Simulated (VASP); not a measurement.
Wanted: the native input for a VASP 6.6.1 run.

```
Task                   : relaxation of cell and atoms
Functional             : PBE
Potentials or basis    : VASP PAW PBE potentials, release 64 (Nd_3, Sc_sv, Sb), 4f in core
Cutoff                 : 500 eV
k mesh                 : 12 × 12 × 6
Occupations            : gaussian, width 0.1 eV
Spin                   : no spin polarisation
Dipole correction      : no
Mended                 : yes
Further INCAR settings : ALGO = Normal; EDIFF = 1e-07; IBRION = 2; EDIFFG = -0.01; NSW = 100; ISIF = 3
```

The structure of NdScSb2 lies in POSCAR:

```
NdScSb2
1.0
    4.3138220097      0.0000000000      0.0000000000
   -2.1569110049      3.7358794478      0.0000000000
    0.0000000000      0.0000000000      7.3873765997
Nd Sc Sb
1 1 2
Direct
    0.0000000000      0.0000000000      0.0000000000
    0.0000000000      0.0000000000      0.5000000000
    0.3333333333      0.6666666667      0.2737420028
    0.6666666667      0.3333333333      0.7262579972
```

The cell was built from a structure type or drawn by symmetry, and may not be a known phase.

The input as run:

INCAR

```
PREC = Accurate ; ENCUT = 500
EDIFF = 1E-7 ; ISMEAR = 0
SIGMA = 0.1 ; LREAL = False
LASPH = True ; NELM = 200
ALGO = Normal ; ISIF = 3
LWAVE = False ; LCHARG = False
GGA = PE ; IBRION = 2
NSW = 100 ; EDIFFG = -0.01
GGA_COMPAT = False ; NELMIN = 4
LMAXMIX = 6
```

KPOINTS

```
regular mesh
0
Gamma
  12 12 6
```

Potentials or basis: VASP PAW PBE potentials, release 64 (Nd_3, Sc_sv, Sb), 4f in core.

Command:

```sh
$ cat potpaw_PBE.64/Nd_3/POTCAR potpaw_PBE.64/Sc_sv/POTCAR potpaw_PBE.64/Sb/POTCAR > POTCAR
$ mpirun -np 1 vasp_std > vasp.out
```

It gave:

```yaml
Relaxed_volume: 29.90 Å³/atom
Relaxed_cell: a = 4.320 Å, b = 4.320 Å, c = 7.402 Å, α = 90.00°, β = 90.00°, γ = 120.00°
Space_group_after_relaxing_to_0.1_Å: P-3m1 (No. 164)
Energy_gained_by_relaxing: 0.1 meV/atom
Ionic_steps: 3
Pressure_after_relaxing: 0.0 GPa
Largest_force_after_relaxing: 0.008 eV/Å
Band_gap_on_the_k_mesh: zero (bands 16 and 17 overlap by 1.28 eV)
```

Caveat: spin-orbit coupling is left out, which moves the levels of the heavy elements; the 4f electrons are frozen in the core, so they carry no moment and show no levels.

It took 4.2 min on 1 thread of Intel(R) Xeon(R) 6975P-C (Granite Rapids), on a shared host, peak memory 0.43 GiB.
